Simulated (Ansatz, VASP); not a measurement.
## In: VASP beside Ansatz

Contents of POSCAR:

```
In
1.0
    3.1388113537      0.0000000000      0.0000000000
   -1.5694056768      2.7182903700      0.0000000000
    0.0000000000      0.0000000000      6.2211623712
In
2
Direct
    0.3333333333      0.6666666667      0.2500000000
    0.6666666667      0.3333333333      0.7500000000
```

File INCAR.step1:

```
ALGO = Normal
EDIFF = 1E-4
ENCUT = 520
GGA = PE
ISMEAR = 0
LASPH = T
LCHARG = F
LREAL = F
LWAVE = T
NBANDS = 20
NELM = 100
PREC = Accurate
SIGMA = 0.15
```

INCAR.step2

```
ALGO = Normal
EDIFF = 1E-7
ENCUT = 520
ISIF = 2
ISMEAR = 0
ISTART = 1
LASPH = T
LCHARG = T
LELF = T
LMIXTAU = T
LREAL = F
LVHAR = T
LWAVE = F
METAGGA = R2SCAN
NBANDS = 20
NELM = 100
PREC = Accurate
SIGMA = 0.15
```

File KPOINTS:

```
k-points
0
Gamma
  18 18 10
```

Input for Ansatz:

```yaml
crystal:
  lattice:
    - [3.1388113537, 0.0, 0.0]
    - [-1.5694056768, 2.71829037, 0.0]
    - [0.0, 0.0, 6.2211623712]
  atoms:
    - { symbol: In, position: [0.3333333333, 0.6666666667, 0.25] }
    - { symbol: In, position: [0.6666666667, 0.3333333333, 0.75] }
basis:
  ecutwfc: 500
kpoints:
  mp_grid: { grid: [18, 18, 10] }
hamiltonian:
  xc: r2scan
scf:
  occupations: { method: gaussian, width: 0.15 }
output:
  forces: true
  stress: true
  eigenvalues: true
```

Alike in both runs: task single point; functional r2SCAN; k mesh 18 × 18 × 10; occupations gaussian, width 0.15 eV; no spin polarisation.

|  | VASP | Ansatz |
| --- | --- | --- |
| version | VASP 6.6.1 | Ansatz 0.2.0 |
| potentials or method | VASP PAW PBE potentials, release 64 (In_d), cutoff 520 eV | scalar-relativistic, plane waves, PAW |
| valence electrons in the cell | 26 | 26 |

```csv
,VASP,Ansatz,Ansatz less VASP
gap on the k mesh at the Fermi level (eV),none,none,-
pressure (GPa),1.3,1.3,-0.03
"traceless stress, the component that is largest in VASP (GPa)",-3.38,-3.37,+0.010
```

VASP's potentials were made for PBE, not for r2SCAN. A gap of «none» marks a metal or a gap that the smearing closes. With one functional, cell and mesh, what is left measures potentials, basis and numerics.
